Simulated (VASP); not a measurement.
Wanted: the native input for a VASP 6.6.1 run.

```
Task                   : relaxation of cell and atoms
Functional             : PBE
Potentials or basis    : VASP PAW PBE potentials, release 64 (Si, C)
Cutoff                 : 600 eV
k mesh                 : 12 × 12 × 7
Occupations            : fermi-dirac, width 0.1 eV
Spin                   : no spin polarisation
Target pressure        : 51 GPa
Dipole correction      : no
Further INCAR settings : ALGO = Normal; EDIFF = 1e-06; IBRION = 2; EDIFFG = -0.005; NSW = 60; ISIF = 3
```

The structure of SiC (wurtzite type) lies in POSCAR:

```
SiC
1.0
    2.8562354272      0.0000000000      0.0000000000
   -1.4281177136      2.4735724391      0.0000000000
    0.0000000000      0.0000000000      4.6556637463
Si C
2 2
Direct
    0.3333333333      0.6666666667      0.0000000000
    0.6666666667      0.3333333333      0.5000000000
    0.3333333333      0.6666666667      0.3760000000
    0.6666666667      0.3333333333      0.8760000000
```

The input as run:

INCAR

```
SYSTEM = SiC
PREC = Accurate ; ENCUT = 600
EDIFF = 1E-6 ; ISMEAR = -1
SIGMA = 0.1 ; LREAL = .FALSE.
LASPH = .TRUE. ; NELM = 100
ALGO = Normal ; ISIF = 3
LWAVE = .FALSE. ; LCHARG = .FALSE.
GGA = PE ; IBRION = 2
NSW = 60 ; EDIFFG = -0.005
PSTRESS = 510.0
```

KPOINTS

```
regular mesh
0
G
  12 12 7
  0 0 0
```

Potentials or basis: VASP PAW PBE potentials, release 64 (Si, C).

The run is started by

```sh
$ cat potpaw_PBE.64/Si/POTCAR potpaw_PBE.64/C/POTCAR > POTCAR
$ mpirun -np 1 vasp_std > vasp.out
```

Results of the run:

- Relaxed volume: 8.84 Å³/atom
- Relaxed cell: a = 2.921 Å, b = 2.921 Å, c = 4.785 Å, α = 90.00°, β = 90.00°, γ = 120.00°
- Space group after relaxing (to 0.05 Å): P6_3mc (No. 186)
- Energy change on relaxing (the enthalpy is what falls): -254.9 meV/atom
- Ionic steps: 13
- Pressure after relaxing: 51.0 GPa
- Band gap on the k mesh: 1.99 eV, indirect (least direct gap 4.27 eV)

Caveat: the cell is relaxed towards a set pressure, so the enthalpy falls and the energy may rise.

It took 110 s on 1 thread of Intel Xeon 6975P-C, with other jobs on the host, peak memory 0.18 GiB.
